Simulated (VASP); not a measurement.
A run of VASP 6.6.1 is set up as follows.

File INCAR:

```
  PREC = Accurate
  ENCUT = 520
  EDIFF = 1E-6
  ISMEAR = 0
  SIGMA = 0.1
  LREAL = False
  LASPH = True
  NELM = 150
  ALGO = Normal
  ISIF = 2
  LWAVE = False
  LCHARG = True
  ISPIN = 2
  MAGMOM = 0 1 0 0 0
  LORBIT = 11
  LMAXMIX = 4
  GGA = PE
  LELF = True
  LVHAR = True
  NBANDS = 34
```

KPOINTS

```
regular mesh
0
Gamma
  4 4 4
```

POSCAR

```
InRuS3
1.0
    3.1862982200      1.8396101400      2.6016016000
   -3.1862982200      1.8396101400      2.6016016000
    0.0000000000     -3.6792202700      2.6016016000
In Ru S
1 1 3
Direct
    0.4730335000      0.4730335000      0.4730335000
    0.9730335000      0.9730335000      0.9730335000
    0.0000000000      0.5000000000      0.0000000000
    0.5000000000      0.0000000000      0.0000000000
    0.0000000000      0.0000000000      0.5000000000
```

Potentials or basis: VASP PAW PBE potentials, release 64 (In_d, Ru_pv, S).

Command:

```bash
$ cat potpaw_PBE.64/In_d/POTCAR potpaw_PBE.64/Ru_pv/POTCAR potpaw_PBE.64/S/POTCAR > POTCAR
$ mpirun -np 1 vasp_std > vasp.out
```

Task: Predict the net moment.

Result: 0.00 μB per cell.

Task: What does it give for the largest force?

Result: 1.576 eV/Å.

Task: What does it give for the pressure?

Result: 14.2 GPa.

Forces in eV/Å, atoms in the order of the input:
```
In   0.000  0.000 -0.429
Ru   0.000  0.000  0.851
S    1.359 -0.785 -0.141
S   -1.359 -0.785 -0.141
S    0.000  1.570 -0.141
```

Caveat: forces of over 1 eV/Å act on the atoms, so gaps and moduli don't describe the material at rest.
